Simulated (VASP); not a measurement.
Set up this calculation in VASP 6.6.1, as the native input.

| Property | Result |
| --- | --- |
| Task | single point |
| Functional | PBEsol |
| Potentials or basis | VASP PAW PBE potentials, release 64 (Rh_pv) |
| Cutoff | 520 eV |
| k mesh | 8 × 8 × 4 |
| Occupations | fermi-dirac, width 0.05 eV |
| Spin | non-collinear spin, zero start, spin-orbit coupling |
| Starting moments | [[0.0, 0.0, 0.0], [0.0, 0.0, 0.0]] μB |
| Dipole correction | no |
| Further INCAR settings | ALGO = Normal; EDIFF = 1e-07; NBANDS = 42 |

The structure of Rh lies in POSCAR:

```
Rh
1.0
    2.7309790422      0.0000000000      0.0000000000
   -1.3654895211      2.3650972278      0.0000000000
    0.0000000000      0.0000000000      4.4284890000
Rh
2
Direct
    0.3333333333      0.6666666667      0.2500000000
    0.6666666667      0.3333333333      0.7500000000
```

These files were run (other wordings do the same):

INCAR

```
  PREC = Accurate
  ENCUT = 520
  EDIFF = 1E-7
  ISMEAR = -1
  SIGMA = 0.05
  LREAL = False
  LASPH = True
  NELM = 150
  ALGO = Normal
  ISIF = 2
  LWAVE = False
  LCHARG = True
  MAGMOM = 0 0 0 0 0 0
  LORBIT = 11
  LSORBIT = True
  GGA_COMPAT = False
  LORBMOM = True
  LMAXMIX = 4
  GGA = PS
  LVHAR = True
  NBANDS = 42
```

KPOINTS

```
Automatic mesh
0
Gamma
  8 8 4
```

Potentials or basis: VASP PAW PBE potentials, release 64 (Rh_pv).

The run is started by

```sh
$ cat potpaw_PBE.64/Rh_pv/POTCAR > POTCAR
$ mpirun -np 1 vasp_ncl > vasp.out
```

Results of the run:

```yaml
Pressure: -13.3 GPa
Net_moment: 0.00 μB per cell
Valence_electrons_inside_the_program's_atomic_spheres: Rh 13.71
```

Caveat: the PAW data sets were made with another functional, which shifts forces and pressure a little.

Wall time 55 s on 1 thread of Intel(R) Xeon(R) Platinum 8488C (Sapphire Rapids), with other jobs on the host, peak memory 0.23 GiB.
